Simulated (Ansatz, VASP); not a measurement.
**TaN in VASP and in Ansatz**

```
Ta N
1.0
     0.00000    2.21132    2.21132
     2.21132    0.00000    2.21132
     2.21132    2.21132    0.00000
Ta N
1 1
Direct
  0.50000 0.50000 0.50000
  0.00000 0.00000 0.00000
```

Alike in both runs: task single point; functional PBE0; k mesh 4 × 4 × 4; occupations fermi-dirac, width 0.05 eV; non-collinear spin, spin-orbit coupling.

|  | VASP | Ansatz |
| --- | --- | --- |
| version | VASP 6.6.1 | Ansatz 0.2.0 |
| potentials or method | VASP PAW PBE potentials, release 64 (Ta_pv, N) | Ansatz PAW |
| plane-wave cutoff (eV) | 520 | 420 |
| valence electrons in the cell | 16 | 18 |

```csv
,VASP,Ansatz,Ansatz less VASP
pressure (GPa),-8.5,-8.6,-0.03
```

The functional is the same, so the differences come from potentials, cutoffs and numerics. VASP's potentials hold 16 valence electrons a cell and Ansatz's 18, so a difference there can come from the potentials and not from the codes.

The k mesh is coarse, so the values compare programs but aren't converged.
